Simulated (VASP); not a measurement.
# Rh (P6_3/mmc) in VASP: single point with LDA

Aim: the single point of Rh with LDA.

Program: VASP 6.6.1. These are calculated values, not measurements. Logs are shortened: lines on timing, memory, paths and dates and some standing lists are left out, and cuts for length are marked.

### Step 1. The cell of the first run

The structure is hexagonal, space group P6_3/mmc (No. 194). The conventional cell has a = 2.731 Å, b = 2.731 Å, c = 4.428 Å, α = 90.00°, β = 90.00°, γ = 120.00°. Within 3.6 Å of Rh (site symmetry -6m2) lie 12 Rh at 2.72 to 2.73 Å.

### Step 2. Single point, LDA

Input file INCAR:

```
PREC = Accurate ; ENCUT = 520
EDIFF = 1E-6 ; ISMEAR = -1
SIGMA = 0.1 ; LREAL = False
LASPH = True ; NELM = 80
ALGO = Normal ; ISIF = 2
LWAVE = False ; LCHARG = False
NBANDS = 22
```

Input file KPOINTS:

```
Automatic mesh
0
Gamma
  14 14 8
```

Input file POSCAR:

```
Rh
1.0
    2.7309800000      0.0000000000      0.0000000000
   -1.3654900000      2.3651000000      0.0000000000
    0.0000000000      0.0000000000      4.4284900000
Rh
2
Direct
    0.6666666667      0.3333333333      0.7500000000
    0.3333333333      0.6666666667      0.2500000000
```

Potentials or basis: VASP PAW LDA potentials, release 64 (Rh_pv).

On the command line:

```sh
> cat potpaw_LDA.64/Rh_pv/POTCAR > POTCAR
> mpirun -np 1 vasp_std > vasp.out
```

OUTCAR:

```text
PREC = Accurate
   ENCUT = 520
   EDIFF = 1E-6
   ISMEAR = -1
   LREAL = False
   LASPH = True
   NELM = 80
   ISIF = 2

 ion  position               nearest neighbor table
   1  0.667  0.333  0.750-   2 2.72   2 2.72   2 2.72   2 2.72   2 2.72   2 2.72
   2  0.333  0.667  0.250-   1 2.72   1 2.72   1 2.72   1 2.72   1 2.72   1 2.72

  LATTYP: Found a hexagonal cell.
 ALAT       =     2.7309800000
 C/A-ratio  =     1.6215754052

  Lattice vectors:

 A1 = (   2.7309800000,   0.0000000000,   0.0000000000)
 A2 = (  -1.3654900000,   2.3651000000,   0.0000000000)
 A3 = (   0.0000000000,   0.0000000000,   4.4284900000)

Analysis of symmetry for initial positions (statically):
=====================================================================
 Subroutine PRICEL returns:
 Original cell was already a primitive cell.

 Routine SETGRP: Setting up the symmetry group for a
 hexagonal supercell.

 Subroutine GETGRP returns: Found 24 space group operations
 (whereof 12 operations were pure point group operations)
 out of a pool of 24 trial point group operations.

The static configuration has the point symmetry D_3d.
 The point group associated with its full space group is D_6h.

Analysis of symmetry for dynamics (positions and initial velocities):
=====================================================================
 Subroutine PRICEL returns:
 Original cell was already a primitive cell.

 Routine SETGRP: Setting up the symmetry group for a
 hexagonal supercell.

 Subroutine GETGRP returns: Found 24 space group operations
 (whereof 12 operations were pure point group operations)
 out of a pool of 24 trial point group operations.

The dynamic configuration has the point symmetry D_3d.
 The point group associated with its full space group is D_6h.

 Subroutine INISYM returns: Found 24 space group operations
 (whereof 12 operations are pure point group operations),
 and found     1 'primitive' translations

----------------------------------------------------------------------------------------

                                     Primitive cell

  volume of cell :      28.6038

  direct lattice vectors                    reciprocal lattice vectors
     2.730980000  0.000000000  0.000000000     0.366168921  0.211407551  0.000000000
    -1.365490000  2.365100000  0.000000000     0.000000000  0.422815103  0.000000000
     0.000000000  0.000000000  4.428490000     0.000000000  0.000000000  0.225810604

  length of vectors
     2.730980000  2.730981682  4.428490000     0.422815363  0.422815103  0.225810604

  position of ions in fractional coordinates (direct lattice)
     0.666666667  0.333333333  0.750000000
     0.333333333  0.666666667  0.250000000

  ion indices of the primitive-cell ions
   primitive index   ion index
                 1           1
                 2           2

----------------------------------------------------------------------------------------

 KPOINTS: Automatic mesh

Automatic generation of k-mesh.
 Grid dimensions read from file:
 generate k-points for:   14   14    8

 Generating k-lattice:

  Cartesian coordinates                     Fractional coordinates (reciprocal lattice)
     0.026154923  0.015100539  0.000000000     0.071428571 -0.000000000  0.000000000
     0.000000000  0.030201079  0.000000000     0.000000000  0.071428571  0.000000000
     0.000000000  0.000000000  0.028226325     0.000000000  0.000000000  0.125000000

  Length of vectors
     0.030201097  0.030201079  0.028226325

  Shift w.r.t. Gamma in fractional coordinates (k-lattice)
     0.000000000  0.000000000  0.000000000

 Subroutine IBZKPT returns following result:
 ===========================================

 Found    120 irreducible k-points:

 Following reciprocal coordinates:
            Coordinates               Weight
  0.000000  0.000000  0.000000      1.000000
  0.071429  0.000000  0.000000      6.000000
  0.142857  0.000000  0.000000      6.000000
  0.214286  0.000000  0.000000      6.000000
  0.285714  0.000000  0.000000      6.000000
  0.357143 -0.000000  0.000000      6.000000
[... 16 lines left out ...]
  0.285714  0.285714  0.000000      6.000000
  0.357143  0.285714  0.000000      6.000000
 [... further k-points ...]
   k-points           NKPTS =    120   k-points in BZ     NKDIM =    120   number of bands    NBANDS=     22
   number of dos      NEDOS =    301   number of ions     NIONS =      2
   total plane-waves  NPLWV =  14400
   dimension x,y,z NGX =    20 NGY =   20 NGZ =   36
   dimension x,y,z NGXF=    40 NGYF=   40 NGZF=   72
   ions per type =               2
   NGX,Y,Z   is equivalent  to a cutoff of  12.17, 12.17, 13.51 a.u.
   NGXF,Y,Z  is equivalent  to a cutoff of  24.35, 24.35, 27.03 a.u.
 SYSTEM =  unknown system
   PREC   = accura    normal or accurate (medium, high low for compatibility)
   ISTART =      0    job   : 0-new  1-cont  2-samecut
   ICHARG =      2    charge: 1-file 2-atom 10-const
   ISPIN  =      1    spin polarized calculation?
   LNONCOLLINEAR =      F non collinear calculations
   LSORBIT =      F    spin-orbit coupling
   LASPH  =      T    aspherical Exc in radial PAW
   ENCUT  =  520.0 eV  38.22 Ry    6.18 a.u.   5.08  5.08  8.23*2*pi/ulx,y,z
   NELM   =     80;   NELMIN=  2; NELMDL= -5     # of ELM steps
   EDIFF  = 0.1E-05   stopping-criterion for ELM
   LREAL  =      F    real-space projection
   EDIFFG = 0.1E-04   stopping-criterion for IOM
   NSW    =      0    number of steps for IOM
   IBRION =     -1    ionic relax: 0-MD 1-quasi-New 2-CG
   NFREE  =      0    steps in history (QN), initial steepest desc. (CG)
   ISIF   =      2    stress and relaxation
   ISYM   =      2    0-nonsym 1-usesym 2-fastsym
   POTIM  = 0.5000    time-step for ionic-motion
   TEBEG  =    0.0;   TEEND  =   0.0 temperature during run
   PSTRESS=    0.0 pullay stress
   NELECT =      30.0000    total number of electrons
   NUPDOWN=      -1.0000    fix difference up-down
   EMIN   =  10.00;   EMAX   =-10.00  energy-range for DOS
   EFERMI =   0.00;   METHOD = LEGACY
   ISMEAR =    -1;   SIGMA  =   0.10  broadening in eV -4-tet -1-fermi 0-gaus
   EFERMI_NEDOS =   21; number of points for ismear=-14 and -15
   IALGO  =     38    algorithm
   IMIX   =      4    mixing-type and parameters
     AMIX     =   0.40;   BMIX     =  1.00
     AMIX_MAG =   1.60;   BMIX_MAG =  1.00
  volume/ion in A,a.u.               =      14.30        96.51
  Fermi-wavevector in a.u.,A,eV,Ry     =   1.663313  3.143206 37.642022  2.766611
  Thomas-Fermi vector in A             =   2.750052
   LORBIT       =      0    0 simple, 1 ext, 2 COOP (PROOUT), +10 PAW based schemes
   GGA     = CA    functional components
   LHFCALC =     F    Hartree Fock is set to
   AEXX    =    0.0000 exact exchange contribution
   IVDW    =     0    specifies the selected vdW correction
   LEPSILON=     F    determine dielectric tensor
   LRPA    =     F    only Hartree local field effects (RPA)
 non-spin polarized calculation
  energy-cutoff  :      520.00
  volume of cell :       28.60
 maximum number of plane-waves:       786
   NGX = 11   NGY = 11   NGZ = 17

 number of electron      30.0000010 magnetization

 Free energy of the ion-electron system (eV)
  ---------------------------------------------------
  ext. energy  EPLUGINS =         0.00000000
  ---------------------------------------------------
  free energy    TOTEN  =       -17.21486531 eV

  energy without entropy =      -17.09745997  energy(sigma->0) =      -17.15616264

 E-fermi :  11.0723     XC(G=0): -14.1003

 val. band max:       11.0656093506   @ k =   0.2857   0.0000   0.3750
 cond. band min:      11.0740534440   @ k =   0.5000   0.0000   0.2500
 fundamental gap:      0.0084440934
 Fermi energy:        11.0723393183

 k-point     1 :       0.0000    0.0000    0.0000
  band No.  band energies     occupation
      1     -35.7527      2.00000
      2     -35.1744      2.00000
      3     -35.1744      2.00000
      4     -35.0906      2.00000
      5     -35.0800      2.00000
      6     -35.0799      2.00000
[... 14 lines left out ...]
     21      29.0689      0.00000
     22      29.6820      0.00000

 k-point     2 :       0.0714    0.0000    0.0000
  band No.  band energies     occupation
      1     -35.7421      2.00000
      2     -35.1984      2.00000
      3     -35.1822      2.00000
      4     -35.1049      2.00000
      5     -35.0949      2.00000
      6     -35.0838      2.00000
[... 14 lines left out ...]
     21      29.2684      0.00000
     22      29.7839      0.00000

 k-point     3 :       0.1429    0.0000    0.0000
  band No.  band energies     occupation
      1     -35.7117      2.00000
      2     -35.2659      2.00000
      3     -35.2037      2.00000
      4     -35.1742      2.00000
      5     -35.1079      2.00000
      6     -35.0951      2.00000
[... 14 lines left out ...]
     21      29.4730      0.00000
     22      29.7183      0.00000

 k-point     4 :       0.2143    0.0000    0.0000
  band No.  band energies     occupation
      1     -35.6646      2.00000
      2     -35.3636      2.00000
      3     -35.2724      2.00000
      4     -35.2338      2.00000
      5     -35.1299      2.00000
      6     -35.1121      2.00000
[... 14 lines left out ...]
     21      28.5118      0.00000
     22      29.0060      0.00000

 k-point     5 :       0.2857    0.0000    0.0000
  band No.  band energies     occupation
      1     -35.6061      2.00000
      2     -35.4722      2.00000
      3     -35.3789      2.00000
      4     -35.2664      2.00000
      5     -35.1604      2.00000
      6     -35.1317      2.00000
[... 14 lines left out ...]
     21      26.7834      0.00000
     22      27.6389      0.00000

 k-point     6 :       0.3571   -0.0000    0.0000
  band No.  band energies     occupation
      1     -35.5701      2.00000
      2     -35.5439      2.00000
      3     -35.4727      2.00000
      4     -35.2951      2.00000
      5     -35.1974      2.00000
      6     -35.1498      2.00000
[... 14 lines left out ...]
     21      25.3018      0.00000
     22      26.4944      0.00000

 k-point     7 :       0.4286    0.0000    0.0000
  band No.  band energies     occupation
      1     -35.6378      2.00000
      2     -35.5365      2.00000
      3     -35.4900      2.00000
      4     -35.3147      2.00000
      5     -35.2337      2.00000
      6     -35.1625      2.00000
[... 324 lines left out ...]
      6     -35.2088      2.00000
[... 14 lines left out ...]
     21      22.0035      0.00000
     22      27.0683      0.00000

 k-point    21 :       0.2857    0.2143    0.0000
  band No.  band energies     occupation
      1     -35.5686      2.00000
      2     -35.5109      2.00000
      3     -35.4680      2.00000
      4     -35.3698      2.00000
      5     -35.2662      2.00000
      6     -35.2494      2.00000
[... 14 lines left out ...]
     21      21.7221      0.00000
     22      26.5373      0.00000

 k-point    22 :       0.3571    0.2143    0.0000
  band No.  band energies     occupation
      1     -35.5993      2.00000
      2     -35.5049      2.00000
      3     -35.4221      2.00000
      4     -35.4135      2.00000
      5     -35.2877      2.00000
      6     -35.2857      2.00000
[... 14 lines left out ...]
     21      23.0082      0.00000
     22      25.5656      0.00000

 k-point    23 :       0.2857    0.2857    0.0000
  band No.  band energies     occupation
      1     -35.5719      2.00000
      2     -35.5033      2.00000
      3     -35.4199      2.00000
      4     -35.4138      2.00000
      5     -35.3245      2.00000
      6     -35.2927      2.00000
[... 14 lines left out ...]
     21      23.2681      0.00000
     22      26.4067      0.00000

 k-point    24 :       0.3571    0.2857    0.0000
  band No.  band energies     occupation
      1     -35.5719      2.00000
      2     -35.4724      2.00000
      3     -35.4628      2.00000
      4     -35.3780      2.00000
      5     -35.3498      2.00000
      6     -35.3245      2.00000
[... 14 lines left out ...]
     21      24.3351      0.00000
     22      25.4578      0.00000

 [... further k-points ...]
[... 5 lines left out ...]
  --------------------------------------------------------------------------------------
  -------------------------------------------------------------------------------------
  Total       -3.1524419     -3.1524471     -3.4797694     -0.0000000     -0.0000000     -0.0000000
  in kB     -176.5769352   -176.5772253   -194.9114495     -0.0000000     -0.0000000     -0.0000000
  external PRESSURE =    -182.6885367 kB  Pullay stress =       0.0000000 kB

 VOLUME and BASIS-vectors are now :
 -----------------------------------------------------------------------------
  energy-cutoff  :      520.00
  volume of cell :       28.60
      direct lattice vectors                 reciprocal lattice vectors
     2.730980000  0.000000000  0.000000000     0.366168921  0.211407551  0.000000000
    -1.365490000  2.365100000  0.000000000     0.000000000  0.422815103  0.000000000
     0.000000000  0.000000000  4.428490000     0.000000000  0.000000000  0.225810604

 POSITION                                       TOTAL-FORCE (eV/Angst)
 -----------------------------------------------------------------------------------
      1.36549      0.78837      3.32137         0.000000      0.000000      0.000000
     -0.00000      1.57673      1.10712        -0.000000      0.000000      0.000000
 -----------------------------------------------------------------------------------
    total drift:                               -0.000000      0.000000     -0.000000

  FREE ENERGIE OF THE ION-ELECTRON SYSTEM (eV)
  ---------------------------------------------------
  free  energy   TOTEN  =       -17.2148653098 eV

  energy  without entropy=      -17.0974599714  energy(sigma->0) =      -17.15616264
```

Run time: 30 s. Hardware: 1 thread of Intel Xeon Platinum 8488C (Sapphire Rapids), shared host; peak memory 0.17 GiB.

What came out:

```yaml
Free_energy: -17.2149 eV
Pressure: -18.3 GPa
Band_gap_on_the_k_mesh: zero (band 15 reaches 11.67 eV, above the bottom of band 16 at 9.54 eV)
```
